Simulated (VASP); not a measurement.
A run of VASP 6.6.1 is set up as follows.

File INCAR:

```
SYSTEM = CO
ALGO = Normal ; EDIFF = 1E-6
ENCUT = 910 ; GGA = PE
GGA_COMPAT = .False. ; ISIF = 2
ISMEAR = -1 ; IVDW = 12
LASPH = .True. ; LCHARG = .True.
LELF = .True. ; LREAL = Auto
LVHAR = .True. ; LWAVE = .False.
NBANDS = 54 ; NELM = 120
PREC = Accurate ; SIGMA = 0.05
```

Contents of KPOINTS:

```
k-points
0
Gamma
  1 1 1
  0 0 0
```

Contents of POSCAR:

```
CO
1.0
    7.7417530000      0.0000000000      0.0000000000
    0.0000000000      7.7417530000      0.0000000000
    0.0000000000      0.0000000000      7.7417530000
O C
8 8
Direct
    0.0346691505      0.0223851110      0.9759159198
    0.5754510639      0.2772111174      0.8907543292
    0.3297573560      0.2395839805      0.4861302085
    0.5253332159      0.7769170626     -0.0847611646
    0.3962668403      0.7214515885      0.4661734881
    0.8839858363      0.5295441485      0.9430293113
    0.7468592708      0.3362416755      0.2924143925
    0.7287884282      0.9210704604      0.5013980684
    0.0192204530     -0.0376658878      0.8466557897
    0.4349531689      0.2321567221      0.8667158459
    0.3447410425      0.1501468724      0.3707299884
    0.5274257652      0.8405977303      0.0491878261
    0.2656762622      0.6508861753      0.4518744011
    0.9602993017      0.4375365631      0.8633832673
    0.7136368210      0.4761583068      0.3107952424
    0.8349788478      0.8184838757      0.5016305739
```

Potentials or basis: VASP PAW PBE potentials, release 64 (O_h, C_h).

The run is started by

```bash
$ cat potpaw_PBE.64/O_h/POTCAR potpaw_PBE.64/C_h/POTCAR > POTCAR
$ mpirun -np 1 vasp_gam > vasp.out
```

Task: What does it give for the band gap on the k mesh?

Result: 5.79 eV.

Task: Estimate the dispersion energy per atom.

Result: -0.044 eV.

Stress tensor (GPa, compression positive):
```
-1.36 -0.85 -0.42
-0.85  0.62  0.70
-0.42  0.70  0.69
```

Caveat: the k points lie up to 0.81 Å⁻¹ apart; the cutoff is under 1.25 times the usual one of these potentials, so pressure, stress and relaxed cells hold a basis-set (Pulay) error.
